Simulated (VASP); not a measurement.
Write the native input for VASP 6.6.1 that does the following.

```
Task                   : single point
Functional             : PBE
Potentials or basis    : VASP PAW PBE potentials, release 64 (Sn_d, Se)
Cutoff                 : 520 eV
k mesh                 : 4 × 4 × 4
Occupations            : gaussian, width 0.1 eV
Spin                   : no spin polarisation
Dipole correction      : no
Further INCAR settings : ALGO = Normal; EDIFF = 1e-06; NBANDS = 27
```

The structure of SnSe4 lies in POSCAR:

```
SnSe4
1.0
    5.2334296900      0.0000000000      0.0000000000
    0.0000000000      5.2334296900      0.0000000000
    0.0000000000      0.0000000000      5.2334296900
Sn Se
1 4
Direct
    0.5000000000      0.5000000000      0.5000000000
    0.0000000000      0.0000000000      0.0000000000
    0.5000000000      0.5000000000      0.0000000000
    0.5000000000      0.0000000000      0.5000000000
    0.0000000000      0.5000000000      0.5000000000
```

The input as run:

INCAR

```
PREC = Accurate
ENCUT = 520
EDIFF = 1E-6
ISMEAR = 0
SIGMA = 0.1
LREAL = False
LASPH = True
NELM = 100
ALGO = Normal
ISIF = 2
LWAVE = False
LCHARG = True
GGA = PE
LELF = True
LVHAR = True
NBANDS = 27
```

KPOINTS

```
regular mesh
0
Gamma
  4 4 4
```

Potentials or basis: VASP PAW PBE potentials, release 64 (Sn_d, Se).

Run with:

```bash
$ cat potpaw_PBE.64/Sn_d/POTCAR potpaw_PBE.64/Se/POTCAR > POTCAR
$ mpirun -np 1 vasp_std > vasp.out
```

Results of the run:

The pressure is 0.7 GPa and the band gap on the k mesh is zero (band 19 reaches 3.00 eV, above the bottom of band 20 at 2.47 eV).

Caveat: spin-orbit coupling is left out, which moves the levels of the heavy elements.

Run time: 49 s on 1 thread of Intel(R) Xeon(R) Platinum 8259CL CPU @ 2.50GHz (Skylake/Cascade Lake), on a shared host, peak memory 0.24 GiB.
